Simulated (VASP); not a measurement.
# Li2S (Fm-3m) in VASP: further runs

Li2S is run at these levels: PBEsol, PBE, PBE-based screened hybrid with 30 % exact exchange; tasks: single point.

Program: VASP 6.6.1. These are calculated values, not measurements. Logs are shortened: lines on timing, memory, paths and dates and some standing lists are left out, and cuts for length are marked.

### Step 1. The cell of the first run

It takes space group Fm-3m (No. 225, cubic). The conventional cell has a = 5.691 Å, b = 5.691 Å, c = 5.691 Å, α = 90.00°, β = 90.00°, γ = 90.00°. Li (site symmetry -43m) has 4 S at 2.46 Å and 6 Li at 2.85 Å within 3.3 Å. S (site symmetry m-3m) has 8 Li at 2.46 Å within 3.3 Å.

### Step 2. Single point, PBEsol

Input file INCAR:

```
SYSTEM = Li2S
PREC = Accurate
ENCUT = 750
EDIFF = 1E-6
ISMEAR = 0
SIGMA = 0.01
LREAL = .False.
LASPH = .True.
NELM = 120
ALGO = Normal
ISIF = 2
LWAVE = .False.
LCHARG = .False.
GGA = PS
NBANDS = 13
GGA_COMPAT = .False.
```

Input file KPOINTS:

```
regular mesh
0
Gamma
  6 6 6
  0 0 0
```

Input file POSCAR:

```
Li2S
1.0
    0.0000000000      2.8452943747      2.8452943747
    2.8452943747      0.0000000000      2.8452943747
    2.8452943747      2.8452943747      0.0000000000
Li S
2 1
Direct
    0.2500000000      0.2500000000      0.2500000000
    0.7500000000      0.7500000000      0.7500000000
    0.0000000000      0.0000000000      0.0000000000
```

Potentials or basis: VASP PAW PBE potentials, release 64 (Li_sv, S).

Launch:

```
cat potpaw_PBE.64/Li_sv/POTCAR potpaw_PBE.64/S/POTCAR > POTCAR
mpirun -np 1 vasp_std > vasp.out
```

OUTCAR:

```text
SYSTEM = Li2S
   PREC = Accurate
   ENCUT = 750
   EDIFF = 1E-6
   ISMEAR = 0
   LREAL = .False.
   LASPH = .True.
   NELM = 120
   ISIF = 2
   GGA = PS

 ion  position               nearest neighbor table
   1  0.250  0.250  0.250-   3 2.46   3 2.46   3 2.46   3 2.46
   2  0.750  0.750  0.750-   3 2.46   3 2.46   3 2.46   3 2.46
   3  0.000  0.000  0.000-   2 2.46   2 2.46   2 2.46   1 2.46   2 2.46   1 2.46   1 2.46   1 2.46

  LATTYP: Found a face centered cubic cell.
 ALAT       =     5.6905887494

  Lattice vectors:

 A1 = (   0.0000000000,   2.8452943747,   2.8452943747)
 A2 = (   2.8452943747,   0.0000000000,   2.8452943747)
 A3 = (   2.8452943747,   2.8452943747,   0.0000000000)

Analysis of symmetry for initial positions (statically):
=====================================================================
 Subroutine PRICEL returns:
 Original cell was already a primitive cell.

 Routine SETGRP: Setting up the symmetry group for a
 face centered cubic supercell.

 Subroutine GETGRP returns: Found 48 space group operations
 (whereof 48 operations were pure point group operations)
 out of a pool of 48 trial point group operations.

The static configuration has the point symmetry O_h .

Analysis of symmetry for dynamics (positions and initial velocities):
=====================================================================
 Subroutine PRICEL returns:
 Original cell was already a primitive cell.

 Routine SETGRP: Setting up the symmetry group for a
 face centered cubic supercell.

 Subroutine GETGRP returns: Found 48 space group operations
 (whereof 48 operations were pure point group operations)
 out of a pool of 48 trial point group operations.

The dynamic configuration has the point symmetry O_h .

 Subroutine INISYM returns: Found 48 space group operations
 (whereof 48 operations are pure point group operations),
 and found     1 'primitive' translations

----------------------------------------------------------------------------------------

                                     Primitive cell

  volume of cell :      46.0693

  direct lattice vectors                    reciprocal lattice vectors
     0.000000000  2.845294375  2.845294375    -0.175728742  0.175728742  0.175728742
     2.845294375  0.000000000  2.845294375     0.175728742 -0.175728742  0.175728742
     2.845294375  2.845294375  0.000000000     0.175728742  0.175728742 -0.175728742

  length of vectors
     4.023853894  4.023853894  4.023853894     0.304371109  0.304371109  0.304371109

  position of ions in fractional coordinates (direct lattice)
     0.250000000  0.250000000  0.250000000
     0.750000000  0.750000000  0.750000000
     0.000000000  0.000000000  0.000000000

  ion indices of the primitive-cell ions
   primitive index   ion index
                 1           1
                 2           2
                 3           3

----------------------------------------------------------------------------------------

 KPOINTS: regular mesh

Automatic generation of k-mesh.
 Grid dimensions read from file:
 generate k-points for:    6    6    6

 Generating k-lattice:

  Cartesian coordinates                     Fractional coordinates (reciprocal lattice)
    -0.029288124  0.029288124  0.029288124     0.166666667  0.000000000  0.000000000
     0.029288124 -0.029288124  0.029288124     0.000000000  0.166666667  0.000000000
     0.029288124  0.029288124 -0.029288124     0.000000000  0.000000000  0.166666667

  Length of vectors
     0.050728518  0.050728518  0.050728518

  Shift w.r.t. Gamma in fractional coordinates (k-lattice)
     0.000000000  0.000000000  0.000000000

 Subroutine IBZKPT returns following result:
 ===========================================

 Found     16 irreducible k-points:

 Following reciprocal coordinates:
            Coordinates               Weight
  0.000000  0.000000  0.000000      1.000000
  0.166667  0.000000  0.000000      8.000000
  0.333333  0.000000  0.000000      8.000000
  0.500000  0.000000  0.000000      4.000000
  0.166667  0.166667  0.000000      6.000000
  0.333333  0.166667  0.000000     24.000000
[... 8 lines left out ...]
 -0.333333  0.333333  0.166667     24.000000
 -0.333333  0.500000  0.166667     12.000000
   k-points           NKPTS =     16   k-points in BZ     NKDIM =     16   number of bands    NBANDS=     13
   number of dos      NEDOS =    301   number of ions     NIONS =      3
   total plane-waves  NPLWV =  46656
   dimension x,y,z NGX =    36 NGY =   36 NGZ =   36
   dimension x,y,z NGXF=    72 NGYF=   72 NGZF=   72
   ions per type =               2   1
   NGX,Y,Z   is equivalent  to a cutoff of  14.87, 14.87, 14.87 a.u.
   NGXF,Y,Z  is equivalent  to a cutoff of  29.75, 29.75, 29.75 a.u.
 SYSTEM =  Li2S
   PREC   = accura    normal or accurate (medium, high low for compatibility)
   ISTART =      0    job   : 0-new  1-cont  2-samecut
   ICHARG =      2    charge: 1-file 2-atom 10-const
   ISPIN  =      1    spin polarized calculation?
   LNONCOLLINEAR =      F non collinear calculations
   LSORBIT =      F    spin-orbit coupling
   LASPH  =      T    aspherical Exc in radial PAW
   ENCUT  =  750.0 eV  55.12 Ry    7.42 a.u.   8.99  8.99  8.99*2*pi/ulx,y,z
   NELM   =    120;   NELMIN=  2; NELMDL= -5     # of ELM steps
   EDIFF  = 0.1E-05   stopping-criterion for ELM
   LREAL  =      F    real-space projection
   EDIFFG = 0.1E-04   stopping-criterion for IOM
   NSW    =      0    number of steps for IOM
   IBRION =     -1    ionic relax: 0-MD 1-quasi-New 2-CG
   NFREE  =      0    steps in history (QN), initial steepest desc. (CG)
   ISIF   =      2    stress and relaxation
   ISYM   =      2    0-nonsym 1-usesym 2-fastsym
   POTIM  = 0.5000    time-step for ionic-motion
   TEBEG  =    0.0;   TEEND  =   0.0 temperature during run
   PSTRESS=    0.0 pullay stress
   NELECT =      12.0000    total number of electrons
   NUPDOWN=      -1.0000    fix difference up-down
   EMIN   =  10.00;   EMAX   =-10.00  energy-range for DOS
   EFERMI =   0.00;   METHOD = LEGACY
   ISMEAR =     0;   SIGMA  =   0.01  broadening in eV -4-tet -1-fermi 0-gaus
   EFERMI_NEDOS =   21; number of points for ismear=-14 and -15
   IALGO  =     38    algorithm
   IMIX   =      4    mixing-type and parameters
     AMIX     =   0.40;   BMIX     =  1.00
     AMIX_MAG =   1.60;   BMIX_MAG =  1.00
  volume/ion in A,a.u.               =      15.36       103.63
  Fermi-wavevector in a.u.,A,eV,Ry     =   1.045518  1.975742 14.872626  1.093107
  Thomas-Fermi vector in A             =   2.180317
   LORBIT       =      0    0 simple, 1 ext, 2 COOP (PROOUT), +10 PAW based schemes
   GGA     = PS    functional components
   LHFCALC =     F    Hartree Fock is set to
   AEXX    =    0.0000 exact exchange contribution
   IVDW    =     0    specifies the selected vdW correction
   LEPSILON=     F    determine dielectric tensor
   LRPA    =     F    only Hartree local field effects (RPA)
 non-spin polarized calculation
 Gauss-broadening in eV      SIGMA  =   0.01
  energy-cutoff  :      750.00
  volume of cell :       46.07
 maximum number of plane-waves:      2174
   NGX = 17   NGY = 17   NGZ = 17

 number of electron      11.9999998 magnetization

 Free energy of the ion-electron system (eV)
  ---------------------------------------------------
  ext. energy  EPLUGINS =         0.00000000
  ---------------------------------------------------
  free energy    TOTEN  =       -12.37500520 eV

  energy without entropy =      -12.37500520  energy(sigma->0) =      -12.37500520

 E-fermi :   1.6140     XC(G=0):  -8.6545

 val. band max:        1.4364035100   @ k =   0.0000   0.0000   0.0000
 cond. band min:       4.6540781665   @ k =   0.5000   0.5000   0.0000
 fundamental gap:      3.2176746565
 Fermi energy:         1.6140057777

 k-point     1 :       0.0000    0.0000    0.0000
  band No.  band energies     occupation
      1     -42.0476      2.00000
      2     -42.0012      2.00000
      3      -9.5945      2.00000
      4       1.4364      2.00000
      5       1.4364      2.00000
      6       1.4364      2.00000
      7       5.5563      0.00000
      8       7.5878      0.00000
      9       7.5878      0.00000
     10       7.5878      0.00000
     11      12.5793      0.00000
     12      12.5793      0.00000
     13      13.7261      0.00000

 k-point     2 :       0.1667    0.0000    0.0000
  band No.  band energies     occupation
      1     -42.0443      2.00000
      2     -42.0041      2.00000
      3      -9.4946      2.00000
      4       0.4554      2.00000
      5       1.2866      2.00000
      6       1.2866      2.00000
      7       6.2343      0.00000
      8       7.9634      0.00000
      9       7.9634      0.00000
     10       8.1962      0.00000
     11      11.3032      0.00000
     12      11.3032      0.00000
     13      13.9886      0.00000

 k-point     3 :       0.3333    0.0000    0.0000
  band No.  band energies     occupation
      1     -42.0353      2.00000
      2     -42.0121      2.00000
      3      -9.2741      2.00000
      4      -0.9322      2.00000
      5       1.0308      2.00000
      6       1.0308      2.00000
      7       7.0695      0.00000
      8       8.1028      0.00000
      9       8.1028      0.00000
     10       9.2753      0.00000
     11      11.7925      0.00000
     12      11.7925      0.00000
     13      14.7286      0.00000
[... 177 lines left out ...]
 k-point    15 :      -0.3333    0.3333    0.1667
  band No.  band energies     occupation
      1     -42.0233      2.00000
      2     -42.0233      2.00000
      3      -9.0471      2.00000
      4      -0.9761      2.00000
      5      -0.1427      2.00000
      6       0.2335      2.00000
      7       6.9505      0.00000
      8       8.2426      0.00000
      9      10.3712      0.00000
     10      10.8562      0.00000
     11      11.1311      0.00000
     12      13.0797      0.00000
     13      14.7570      0.00000

 k-point    16 :      -0.3333    0.5000    0.1667
  band No.  band energies     occupation
      1     -42.0270      2.00000
      2     -42.0194      2.00000
      3      -9.0139      2.00000
      4      -0.6032      2.00000
      5      -0.2919      2.00000
      6      -0.2296      2.00000
      7       5.9679      0.00000
      8       9.3201      0.00000
      9       9.6890      0.00000
     10      11.4678      0.00000
     11      12.8214      0.00000
     12      13.7578      0.00000
     13      14.0525      0.00000

------------------------ aborting loop because EDIFF is reached ----------------------------------------

  FORCE on cell =-STRESS in cart. coord.  units (eV):
  Direction    XX          YY          ZZ          XY          YZ          ZX
  --------------------------------------------------------------------------------------
  -------------------------------------------------------------------------------------
  Total       -0.2372638     -0.2372638     -0.2372638     -0.0000000      0.0000000      0.0000000
  in kB       -8.2514543     -8.2514543     -8.2514543     -0.0000000      0.0000000      0.0000000
  external PRESSURE =      -8.2514543 kB  Pullay stress =       0.0000000 kB

 VOLUME and BASIS-vectors are now :
 -----------------------------------------------------------------------------
  energy-cutoff  :      750.00
  volume of cell :       46.07
      direct lattice vectors                 reciprocal lattice vectors
     0.000000000  2.845294375  2.845294375    -0.175728742  0.175728742  0.175728742
     2.845294375  0.000000000  2.845294375     0.175728742 -0.175728742  0.175728742
     2.845294375  2.845294375  0.000000000     0.175728742  0.175728742 -0.175728742

 POSITION                                       TOTAL-FORCE (eV/Angst)
 -----------------------------------------------------------------------------------
      1.42265      1.42265      1.42265         0.000000      0.000000      0.000000
      4.26794      4.26794      4.26794        -0.000000     -0.000000     -0.000000
      0.00000      0.00000      0.00000         0.000000     -0.000000     -0.000000
 -----------------------------------------------------------------------------------
    total drift:                                0.000000      0.000000      0.000000

  FREE ENERGIE OF THE ION-ELECTRON SYSTEM (eV)
  ---------------------------------------------------
  free  energy   TOTEN  =       -12.3750051975 eV

  energy  without entropy=      -12.3750051975  energy(sigma->0) =      -12.37500520
```

It took 9.3 s on 1 thread of AMD EPYC 9R45 (Zen 5), shared host; peak memory 0.16 GiB.

What came out:

| Quantity | Value |
| --- | --- |
| Free energy | -12.3750 eV |
| Pressure | -0.8 GPa |
| Band gap on the k mesh | 3.22 eV (least direct gap 4.12 eV) |

Caveat: the PAW data sets were made with another functional, which shifts forces and pressure a little. PBEsol gaps usually lie below the measured ones, often by a third to a half.

(Part 1 of 2 ends here.)
